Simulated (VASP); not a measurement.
Wanted: the native input for a VASP 6.6.1 run.

```
Task                   : single point
Functional             : PBE
Potentials or basis    : VASP PAW PBE potentials, release 64 (Ag, Cl)
Cutoff                 : 520 eV
k mesh                 : 11 × 11 × 11
Occupations            : fermi-dirac, width 0.03 eV
Spin                   : no spin polarisation
Dipole correction      : no
Further INCAR settings : ALGO = Normal; EDIFF = 1e-07; NBANDS = 16
```

The structure of AgCl (zincblende type) lies in POSCAR:

```
AgCl
1.0
    0.0000000000      3.0295479172      3.0295479172
    3.0295479172      0.0000000000      3.0295479172
    3.0295479172      3.0295479172      0.0000000000
Ag Cl
1 1
Direct
    0.0000000000      0.0000000000      0.0000000000
    0.2500000000      0.2500000000      0.2500000000
```

One way to write it, as run:

INCAR

```
ALGO = Normal ; EDIFF = 1E-7
ENCUT = 520 ; GGA = PE
ISIF = 2 ; ISMEAR = -1
LASPH = T ; LCHARG = F
LREAL = F ; LWAVE = F
NBANDS = 16 ; NELM = 60
PREC = Accurate ; SIGMA = 0.03
```

KPOINTS

```
k-points
0
Gamma
  11 11 11
```

Potentials or basis: VASP PAW PBE potentials, release 64 (Ag, Cl).

Run with:

```console
$ cat potpaw_PBE.64/Ag/POTCAR potpaw_PBE.64/Cl/POTCAR > POTCAR
$ mpirun -np 1 vasp_std > vasp.out
```

It gave:

The pressure is -0.1 GPa and the band gap on the k mesh is 1.29 eV, direct.

It took 15 s on 1 thread of Intel(R) Xeon(R) 6975P-C (Granite Rapids), on a shared host, peak memory 0.2 GiB.
